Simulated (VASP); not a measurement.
# KF (Fm-3m) in VASP: a series of runs

Runs on KF. Level: PBE. Tasks: single point, relaxation of cell and atoms.

Program: VASP 6.6.1. These are calculated values, not measurements. Logs are shortened: lines on timing, memory, paths and dates and some standing lists are left out, and cuts for length are marked.

## 1. The cell of the first run

Symmetry: Fm-3m, No. 225, cubic system. Conventional cell: a = 5.344 Å, b = 5.344 Å, c = 5.344 Å, α = 90.00°, β = 90.00°, γ = 90.00°. Within 3.5 Å of K (site symmetry m-3m) lie 6 F at 2.67 Å. Within 3.5 Å of F (site symmetry m-3m) lie 6 K at 2.67 Å.

## 2. Single point, PBE

Contents of INCAR:

```
SYSTEM = KF
PREC = Accurate
ENCUT = 600
EDIFF = 1E-6
ISMEAR = 0
SIGMA = 0.1
LREAL = .False.
LASPH = .True.
NELM = 120
ALGO = Normal
ISIF = 2
LWAVE = .False.
LCHARG = .False.
GGA = PE
NBANDS = 15
GGA_COMPAT = .False.
```

Contents of KPOINTS:

```
Automatic mesh
0
Gamma
  6 6 6
  0 0 0
```

Contents of POSCAR:

```
KF
1.0
    0.0000000000      2.6718499700      2.6718499700
    2.6718499700      0.0000000000      2.6718499700
    2.6718499700      2.6718499700      0.0000000000
K F
1 1
Direct
    0.0000000000      0.0000000000      0.0000000000
    0.5000000000      0.5000000000      0.5000000000
```

Potentials or basis: VASP PAW PBE potentials, release 64 (K_sv, F).

Started as:

```bash
cat potpaw_PBE.64/K_sv/POTCAR potpaw_PBE.64/F/POTCAR > POTCAR
mpirun -np 1 vasp_std > vasp.out
```

OUTCAR:

```text
SYSTEM = KF
   PREC = Accurate
   ENCUT = 600
   EDIFF = 1E-6
   ISMEAR = 0
   LREAL = .False.
   LASPH = .True.
   NELM = 120
   ISIF = 2
   GGA = PE

 ion  position               nearest neighbor table
   1  0.000  0.000  0.000-   2 2.67   2 2.67   2 2.67   2 2.67   2 2.67   2 2.67
   2  0.500  0.500  0.500-   1 2.67   1 2.67   1 2.67   1 2.67   1 2.67   1 2.67

  LATTYP: Found a face centered cubic cell.
 ALAT       =     5.3436999400

  Lattice vectors:

 A1 = (   0.0000000000,   2.6718499700,   2.6718499700)
 A2 = (   2.6718499700,   0.0000000000,   2.6718499700)
 A3 = (   2.6718499700,   2.6718499700,   0.0000000000)

Analysis of symmetry for initial positions (statically):
=====================================================================
 Subroutine PRICEL returns:
 Original cell was already a primitive cell.

 Routine SETGRP: Setting up the symmetry group for a
 face centered cubic supercell.

 Subroutine GETGRP returns: Found 48 space group operations
 (whereof 48 operations were pure point group operations)
 out of a pool of 48 trial point group operations.

The static configuration has the point symmetry O_h .

Analysis of symmetry for dynamics (positions and initial velocities):
=====================================================================
 Subroutine PRICEL returns:
 Original cell was already a primitive cell.

 Routine SETGRP: Setting up the symmetry group for a
 face centered cubic supercell.

 Subroutine GETGRP returns: Found 48 space group operations
 (whereof 48 operations were pure point group operations)
 out of a pool of 48 trial point group operations.

The dynamic configuration has the point symmetry O_h .

 Subroutine INISYM returns: Found 48 space group operations
 (whereof 48 operations are pure point group operations),
 and found     1 'primitive' translations

----------------------------------------------------------------------------------------

                                     Primitive cell

  volume of cell :      38.1475

  direct lattice vectors                    reciprocal lattice vectors
     0.000000000  2.671849970  2.671849970    -0.187136256  0.187136256  0.187136256
     2.671849970  0.000000000  2.671849970     0.187136256 -0.187136256  0.187136256
     2.671849970  2.671849970  0.000000000     0.187136256  0.187136256 -0.187136256

  length of vectors
     3.778566464  3.778566464  3.778566464     0.324129503  0.324129503  0.324129503

  position of ions in fractional coordinates (direct lattice)
     0.000000000  0.000000000  0.000000000
     0.500000000  0.500000000  0.500000000

  ion indices of the primitive-cell ions
   primitive index   ion index
                 1           1
                 2           2

[... 76 lines left out ...]
   EFERMI =   0.00;   METHOD = LEGACY
   ISMEAR =     0;   SIGMA  =   0.10  broadening in eV -4-tet -1-fermi 0-gaus
   EFERMI_NEDOS =   21; number of points for ismear=-14 and -15
   IALGO  =     38    algorithm
   IMIX   =      4    mixing-type and parameters
     AMIX     =   0.40;   BMIX     =  1.00
     AMIX_MAG =   1.60;   BMIX_MAG =  1.00
  volume/ion in A,a.u.               =      19.07       128.72
  Fermi-wavevector in a.u.,A,eV,Ry     =   1.225442  2.315750 20.431979  1.501708
  Thomas-Fermi vector in A             =   2.360480
   LORBIT       =      0    0 simple, 1 ext, 2 COOP (PROOUT), +10 PAW based schemes
   GGA     = PE    functional components
   LHFCALC =     F    Hartree Fock is set to
   AEXX    =    0.0000 exact exchange contribution
   IVDW    =     0    specifies the selected vdW correction
   LEPSILON=     F    determine dielectric tensor
   LRPA    =     F    only Hartree local field effects (RPA)
 non-spin polarized calculation
 Gauss-broadening in eV      SIGMA  =   0.10
  energy-cutoff  :      600.00
  volume of cell :       38.15
 maximum number of plane-waves:      1303
   NGX = 15   NGY = 15   NGZ = 15

 number of electron      15.9999997 magnetization

 Free energy of the ion-electron system (eV)
  ---------------------------------------------------
  ext. energy  EPLUGINS =         0.00000000
  ---------------------------------------------------
  free energy    TOTEN  =        -8.29199052 eV

  energy without entropy =       -8.29199052  energy(sigma->0) =       -8.29199052

 E-fermi :  -2.3154     XC(G=0):  -8.4036

 val. band max:       -2.8064118263   @ k =   0.0000   0.0000   0.0000
 cond. band min:       3.3607951819   @ k =   0.0000   0.0000   0.0000
 fundamental gap:      6.1672070082
 Fermi energy:        -2.3153745737

 k-point     1 :       0.0000    0.0000    0.0000
  band No.  band energies     occupation
      1     -28.9422      2.00000
      2     -21.4636      2.00000
      3     -12.1931      2.00000
      4     -12.1931      2.00000
      5     -12.1931      2.00000
      6      -2.8064      2.00000
      7      -2.8064      2.00000
      8      -2.8064      2.00000
      9       3.3608      0.00000
     10       7.8746      0.00000
     11       7.8746      0.00000
     12       7.8746      0.00000
     13       9.5465      0.00000
     14       9.5465      0.00000
[... 257 lines left out ...]
      2     -21.4982      2.00000
      3     -12.6648      2.00000
      4     -12.4917      2.00000
      5     -12.3117      2.00000
      6      -3.1253      2.00000
      7      -3.0015      2.00000
      8      -2.9263      2.00000
      9       6.1377      0.00000
     10       7.8166      0.00000
     11       8.1365      0.00000
     12      10.7177      0.00000
     13      11.4298      0.00000
     14      12.2569      0.00000
     15      12.5203      0.00000

------------------------ aborting loop because EDIFF is reached ----------------------------------------

  FORCE on cell =-STRESS in cart. coord.  units (eV):
  Direction    XX          YY          ZZ          XY          YZ          ZX
  --------------------------------------------------------------------------------------
  -------------------------------------------------------------------------------------
  Total        0.3304764      0.3304764      0.3304764     -0.0000000     -0.0000000      0.0000000
  in kB       13.8798503     13.8798503     13.8798503     -0.0000000     -0.0000000      0.0000000
  external PRESSURE =      13.8798503 kB  Pullay stress =       0.0000000 kB

 VOLUME and BASIS-vectors are now :
 -----------------------------------------------------------------------------
  energy-cutoff  :      600.00
  volume of cell :       38.15
      direct lattice vectors                 reciprocal lattice vectors
     0.000000000  2.671849970  2.671849970    -0.187136256  0.187136256  0.187136256
     2.671849970  0.000000000  2.671849970     0.187136256 -0.187136256  0.187136256
     2.671849970  2.671849970  0.000000000     0.187136256  0.187136256 -0.187136256

 POSITION                                       TOTAL-FORCE (eV/Angst)
 -----------------------------------------------------------------------------------
      0.00000      0.00000      0.00000        -0.000000      0.000000     -0.000000
      2.67185      2.67185      2.67185         0.000000     -0.000000      0.000000
 -----------------------------------------------------------------------------------
    total drift:                                0.000000      0.000000      0.000000

  FREE ENERGIE OF THE ION-ELECTRON SYSTEM (eV)
  ---------------------------------------------------
  free  energy   TOTEN  =        -8.2919905243 eV

  energy  without entropy=       -8.2919905243  energy(sigma->0) =       -8.29199052
```

OSZICAR:

```text
N       E                     dE             d eps       ncg     rms          rms(c)
DAV:   1     0.119745274561E+03    0.11975E+03   -0.89868E+03   480   0.116E+03
DAV:   2    -0.438368509719E+01   -0.12413E+03   -0.11176E+03   642   0.292E+02
DAV:   3    -0.939815580507E+01   -0.50145E+01   -0.49840E+01   620   0.535E+01
DAV:   4    -0.955259795256E+01   -0.15444E+00   -0.15443E+00   649   0.861E+00
DAV:   5    -0.955409264707E+01   -0.14947E-02   -0.14947E-02   628   0.791E-01    0.632E+00
DAV:   6    -0.832321011269E+01    0.12309E+01   -0.35153E+00   508   0.148E+01    0.401E+00
DAV:   7    -0.829437870634E+01    0.28831E-01   -0.67874E-02   578   0.226E+00    0.226E+00
DAV:   8    -0.828978119873E+01    0.45975E-02   -0.52369E-02   515   0.227E+00    0.199E-01
DAV:   9    -0.829128991155E+01   -0.15087E-02   -0.39396E-03   592   0.525E-01    0.123E-01
DAV:  10    -0.829185819099E+01   -0.56828E-03   -0.46700E-04   515   0.189E-01    0.615E-02
DAV:  11    -0.829199148692E+01   -0.13330E-03   -0.13527E-04   515   0.978E-02    0.197E-02
DAV:  12    -0.829199057426E+01    0.91266E-06   -0.13329E-05   572   0.363E-02    0.458E-03
DAV:  13    -0.829199052432E+01    0.49938E-07   -0.22927E-06   536   0.138E-02
   1 F= -.82919905E+01 E0= -.82919905E+01  d E =-.321856E-13
```

It took 5.5 s on 1 thread of Intel Xeon 6975P-C (Granite Rapids), shared host; peak memory 0.16 GiB.

Results:

```
Free energy            : -8.2920 eV
Pressure               : 1.4 GPa
Band gap on the k mesh : 6.17 eV
```

PBE gaps usually lie below the measured ones, often by a third to a half.

## 3. Relaxation of cell and atoms, PBE

Contents of INCAR:

```
SYSTEM = KF
ALGO = Normal
EDIFF = 1E-7
EDIFFG = -0.01
ENCUT = 600
GGA = PE
IBRION = 2
ISIF = 3
ISMEAR = 0
LASPH = .TRUE.
LCHARG = .FALSE.
LREAL = .FALSE.
LWAVE = .FALSE.
NELM = 100
NSW = 100
PREC = Accurate
SIGMA = 0.02
```

Contents of KPOINTS:

```
k-points
0
G
  8 8 8
  0 0 0
```

Contents of POSCAR:

```
KF
1.0
    0.0000000000      2.6735000600      2.6735000600
    2.6735000600      0.0000000000      2.6735000600
    2.6735000600      2.6735000600      0.0000000000
K F
1 1
Direct
    0.0000000000      0.0000000000      0.0000000000
    0.5000000000      0.5000000000      0.5000000000
```

Potentials or basis: VASP PAW PBE potentials, release 64 (K_sv, F).

Started as:

```bash
cat potpaw_PBE.64/K_sv/POTCAR potpaw_PBE.64/F/POTCAR > POTCAR
mpirun -np 1 vasp_std > vasp.out
```

OUTCAR:

```text
SYSTEM = KF
   EDIFF = 1E-7
   EDIFFG = -0.01
   ENCUT = 600
   GGA = PE
   IBRION = 2
   ISIF = 3
   ISMEAR = 0
   LASPH = .TRUE.
   LREAL = .FALSE.
   NELM = 100
   NSW = 100
   PREC = Accurate

 ion  position               nearest neighbor table
   1  0.000  0.000  0.000-   2 2.67   2 2.67   2 2.67   2 2.67   2 2.67   2 2.67
   2  0.500  0.500  0.500-   1 2.67   1 2.67   1 2.67   1 2.67   1 2.67   1 2.67

  LATTYP: Found a face centered cubic cell.
 ALAT       =     5.3470001200

  Lattice vectors:

 A1 = (   0.0000000000,   2.6735000600,   2.6735000600)
 A2 = (   2.6735000600,   0.0000000000,   2.6735000600)
 A3 = (   2.6735000600,   2.6735000600,   0.0000000000)

Analysis of symmetry for initial positions (statically):
=====================================================================
 Subroutine PRICEL returns:
 Original cell was already a primitive cell.

 Routine SETGRP: Setting up the symmetry group for a
 face centered cubic supercell.

 Subroutine GETGRP returns: Found 48 space group operations
 (whereof 48 operations were pure point group operations)
 out of a pool of 48 trial point group operations.

The static configuration has the point symmetry O_h .

Analysis of symmetry for dynamics (positions and initial velocities):
=====================================================================
 Subroutine PRICEL returns:
 Original cell was already a primitive cell.

 Routine SETGRP: Setting up the symmetry group for a
 face centered cubic supercell.

 Subroutine GETGRP returns: Found 48 space group operations
 (whereof 48 operations were pure point group operations)
 out of a pool of 48 trial point group operations.

The dynamic configuration has the point symmetry O_h .

 Subroutine INISYM returns: Found 48 space group operations
 (whereof 48 operations are pure point group operations),
 and found     1 'primitive' translations

----------------------------------------------------------------------------------------

                                     Primitive cell

  volume of cell :      38.2182

  direct lattice vectors                    reciprocal lattice vectors
     0.000000000  2.673500060  2.673500060    -0.187020755  0.187020755  0.187020755
     2.673500060  0.000000000  2.673500060     0.187020755 -0.187020755  0.187020755
     2.673500060  2.673500060  0.000000000     0.187020755  0.187020755 -0.187020755

  length of vectors
     3.780900044  3.780900044  3.780900044     0.323929450  0.323929450  0.323929450

  position of ions in fractional coordinates (direct lattice)
     0.000000000  0.000000000  0.000000000
     0.500000000  0.500000000  0.500000000

  ion indices of the primitive-cell ions
   primitive index   ion index
                 1           1
                 2           2

----------------------------------------------------------------------------------------

 KPOINTS: k-points

Automatic generation of k-mesh.
 Grid dimensions read from file:
 generate k-points for:    8    8    8

 Generating k-lattice:

  Cartesian coordinates                     Fractional coordinates (reciprocal lattice)
    -0.023377594  0.023377594  0.023377594     0.125000000  0.000000000  0.000000000
[... 51 lines left out ...]
   ISTART =      0    job   : 0-new  1-cont  2-samecut
   ICHARG =      2    charge: 1-file 2-atom 10-const
   ISPIN  =      1    spin polarized calculation?
   LNONCOLLINEAR =      F non collinear calculations
   LSORBIT =      F    spin-orbit coupling
   LASPH  =      T    aspherical Exc in radial PAW
   ENCUT  =  600.0 eV  44.10 Ry    6.64 a.u.   7.55  7.55  7.55*2*pi/ulx,y,z
   NELM   =    100;   NELMIN=  2; NELMDL= -5     # of ELM steps
   EDIFF  = 0.1E-06   stopping-criterion for ELM
   LREAL  =      F    real-space projection
   EDIFFG = -.1E-01   stopping-criterion for IOM
   NSW    =    100    number of steps for IOM
   IBRION =      2    ionic relax: 0-MD 1-quasi-New 2-CG
   NFREE  =      1    steps in history (QN), initial steepest desc. (CG)
   ISIF   =      3    stress and relaxation
   ISYM   =      2    0-nonsym 1-usesym 2-fastsym
   POTIM  = 0.5000    time-step for ionic-motion
   TEBEG  =    0.0;   TEEND  =   0.0 temperature during run
   PSTRESS=    0.0 pullay stress
   NELECT =      16.0000    total number of electrons
   NUPDOWN=      -1.0000    fix difference up-down
   EMIN   =  10.00;   EMAX   =-10.00  energy-range for DOS
   EFERMI =   0.00;   METHOD = LEGACY
   ISMEAR =     0;   SIGMA  =   0.02  broadening in eV -4-tet -1-fermi 0-gaus
   EFERMI_NEDOS =   21; number of points for ismear=-14 and -15
   IALGO  =     38    algorithm
   IMIX   =      4    mixing-type and parameters
     AMIX     =   0.40;   BMIX     =  1.00
     AMIX_MAG =   1.60;   BMIX_MAG =  1.00
  volume/ion in A,a.u.               =      19.11       128.95
  Fermi-wavevector in a.u.,A,eV,Ry     =   1.224686  2.314320 20.406765  1.499855
  Thomas-Fermi vector in A             =   2.359751
   LORBIT       =      0    0 simple, 1 ext, 2 COOP (PROOUT), +10 PAW based schemes
   GGA     = PE    functional components
   LHFCALC =     F    Hartree Fock is set to
   AEXX    =    0.0000 exact exchange contribution
   IVDW    =     0    specifies the selected vdW correction
   LEPSILON=     F    determine dielectric tensor
   LRPA    =     F    only Hartree local field effects (RPA)
 conjugate gradient relaxation of ions
 non-spin polarized calculation
 Gauss-broadening in eV      SIGMA  =   0.02
  energy-cutoff  :      600.00
  volume of cell :       38.22
 maximum number of plane-waves:      1298
   NGX = 15   NGY = 15   NGZ = 15

--------------------------------------- Ionic step        1  -------------------------------------------

 number of electron      15.9999996 magnetization

 Free energy of the ion-electron system (eV)
  ---------------------------------------------------
  ext. energy  EPLUGINS =         0.00000000
  ---------------------------------------------------
  free energy    TOTEN  =        -8.29262450 eV

  energy without entropy =       -8.29262450  energy(sigma->0) =       -8.29262450

------------------------ aborting loop because EDIFF is reached ----------------------------------------

  FORCE on cell =-STRESS in cart. coord.  units (eV):
  Direction    XX          YY          ZZ          XY          YZ          ZX
  --------------------------------------------------------------------------------------
  -------------------------------------------------------------------------------------
  Total        0.3139556      0.3139556      0.3139556      0.0000000      0.0000000     -0.0000000
  in kB       13.1615847     13.1615847     13.1615847      0.0000000      0.0000000     -0.0000000
  external PRESSURE =      13.1615847 kB  Pullay stress =       0.0000000 kB
[... 59 lines left out ...]
--------------------------------------- Ionic step        3  -------------------------------------------

 number of electron      15.9999992 magnetization

 Free energy of the ion-electron system (eV)
  ---------------------------------------------------
  ext. energy  EPLUGINS =         0.00000000
  ---------------------------------------------------
  free energy    TOTEN  =        -8.29900802 eV

  energy without entropy =       -8.29900802  energy(sigma->0) =       -8.29900802

 E-fermi :  -2.7792     XC(G=0):  -8.2090

 val. band max:       -2.9170258249   @ k =   0.0000   0.0000   0.0000
 cond. band min:       3.0282719405   @ k =   0.0000   0.0000   0.0000
 fundamental gap:      5.9452977654
 Fermi energy:        -2.7792376150

 k-point     1 :       0.0000    0.0000    0.0000
  band No.  band energies     occupation
      1     -29.1768      2.00000
      2     -21.5513      2.00000
      3     -12.4569      2.00000
      4     -12.4569      2.00000
      5     -12.4569      2.00000
      6      -2.9170      2.00000
      7      -2.9170      2.00000
      8      -2.9170      2.00000
      9       3.0283      0.00000
     10       7.6405      0.00000
     11       7.6405      0.00000
     12       7.6405      0.00000
[... 331 lines left out ...]
 k-point    24 :      -0.3750    0.2500    0.1250
  band No.  band energies     occupation
      1     -29.0900      2.00000
      2     -21.5989      2.00000
      3     -12.7414      2.00000
      4     -12.6451      2.00000
      5     -12.5234      2.00000
      6      -3.4566      2.00000
      7      -3.1759      2.00000
      8      -3.1610      2.00000
      9       6.3074      0.00000
     10       6.9619      0.00000
     11       8.5167      0.00000
     12       9.5730      0.00000

 [... further k-points ...]

------------------------ aborting loop because EDIFF is reached ----------------------------------------

  FORCE on cell =-STRESS in cart. coord.  units (eV):
  Direction    XX          YY          ZZ          XY          YZ          ZX
  --------------------------------------------------------------------------------------
  -------------------------------------------------------------------------------------
  Total       -0.0018398     -0.0018398     -0.0018398      0.0000000      0.0000000      0.0000000
  in kB       -0.0739916     -0.0739916     -0.0739916      0.0000000      0.0000000      0.0000000
  external PRESSURE =      -0.0739916 kB  Pullay stress =       0.0000000 kB
[... 17 lines left out ...]
  FREE ENERGIE OF THE ION-ELECTRON SYSTEM (eV)
  ---------------------------------------------------
  free  energy   TOTEN  =        -8.2990080208 eV

  energy  without entropy=       -8.2990080208  energy(sigma->0) =       -8.29900802

 reached required accuracy - stopping structural energy minimisation
```

Run time: 64 s. Hardware: 1 thread of Intel Xeon 8259CL, shared host; peak memory 0.18 GiB.

What came out:

- Free energy: -8.2990 eV
- Relaxed volume: 19.92 Å³/atom
- Relaxed cell: a = 3.834 Å, b = 3.834 Å, c = 3.834 Å, α = 60.00°, β = 60.00°, γ = 60.00°
- Space group after relaxing (to 0.1 Å): Fm-3m (No. 225)
- Energy gained by relaxing: 3.2 meV/atom
- Ionic steps: 3
- Pressure after relaxing: 0.0 GPa
- Band gap on the k mesh: 5.95 eV

The path:
| step | energy change (eV) | largest force (eV/Å) | pressure (GPa) | volume (Å³) |
| --- | --- | --- | --- | --- |
| 1 | 0.0000 | 0.0000 | 1.32 | 38.22 |
| 2 | -0.0051 | 0.0000 | 0.56 | 39.09 |
| 3 | -0.0064 | 0.0000 | -0.01 | 39.84 |

Final structure:
```
K F
1.0
     0.00000    2.71075    2.71075
     2.71075    0.00000    2.71075
     2.71075    2.71075    0.00000
K F
1 1
Direct
  0.00000 0.00000 0.00000
  0.50000 0.50000 0.50000
```

(Continued in part 2 of 2.)
